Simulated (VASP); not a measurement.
Hf3TiO3:

```
Hf Ti O
1.0
     4.27362    0.00000    0.00000
     0.00000    4.27362    0.00000
     0.00000    0.00000    5.70442
Hf Ti O
3 1 3
Cartesian
  2.1368 0.0000 2.4228
  0.0000 2.1368 2.4228
  2.1368 2.1368 0.6958
  0.0000 0.0000 5.3195
  0.0000 0.0000 2.3563
  2.1368 0.0000 4.5475
  0.0000 2.1368 4.5475
```

The cell was generated, and may not be a known phase.

* Program: VASP 6.6.1
* Task: relaxation of cell and atoms
* Functional: PBE
* Potentials or basis: VASP PAW PBE potentials, release 64 (Hf_pv, Ti_sv, O)
* Cutoff: 600 eV
* k mesh: 4 × 4 × 3
* Occupations: gaussian, width 0.2 eV
* Spin: collinear spin
* Starting moments: [0.0, 0.0, 0.0, 1.0, 0.0, 0.0, 0.0] μB

At the start: pressure 3.2 GPa; volume 14.88 Å³/atom.

Task: How do energy, volume and symmetry change on relaxing?

Result: Over 16 steps the energy falls by 701.2 meV/atom and the volume is 13.34 Å³/atom (-10.4 %); space group P4mm (No. 99, to 0.1 Å) before and after; moment 0.00 μB per cell.

The path:
```csv
step,energy change (eV),largest force (eV/Å),pressure (GPa),volume (Å³)
1,0.0000,7.9711,3.24,104.18
2,-2.2696,2.3581,-9.03,108.78
3,-2.3934,2.2115,-10.94,110.09
4,-3.6357,2.2869,8.09,94.89
5,-3.6410,2.3807,11.01,93.48
6,-4.3428,1.8256,10.30,91.98
7,-4.4628,1.3480,10.90,91.14
8,-4.7761,0.4367,-5.22,97.65
9,-4.7861,0.5701,-3.06,96.58
10,-4.8530,0.3212,-1.58,95.32
11,-4.8889,0.3549,0.93,93.55
12,-4.8980,0.2137,-0.30,93.94
13,-4.8990,0.2238,-0.83,94.11
14,-4.9053,0.1359,-0.22,93.62
15,-4.9067,0.1391,0.26,93.26
16,-4.9086,0.0776,-0.09,93.40
```

Final structure:
```xyz
7
Lattice="4.2682 0.0000 0.0000 0.0000 4.2682 0.0000 0.0000 0.0000 5.1267" Properties=species:S:1:pos:R:3 pbc="T T T"
Hf    2.1341    0.0000    2.0771
Hf    0.0000    2.1341    2.0771
Hf    2.1341    2.1341    4.8706
Ti    0.0000    0.0000    4.8510
O     0.0000    0.0000    2.7175
O     2.1341    0.0000    4.2930
O     0.0000    2.1341    4.2930
```

Caveat: the k points lie up to 0.41 Å⁻¹ apart in the final cell; the relaxation stopped at a loose force limit of 0.08 eV/Å, so its end isn't a converged minimum.
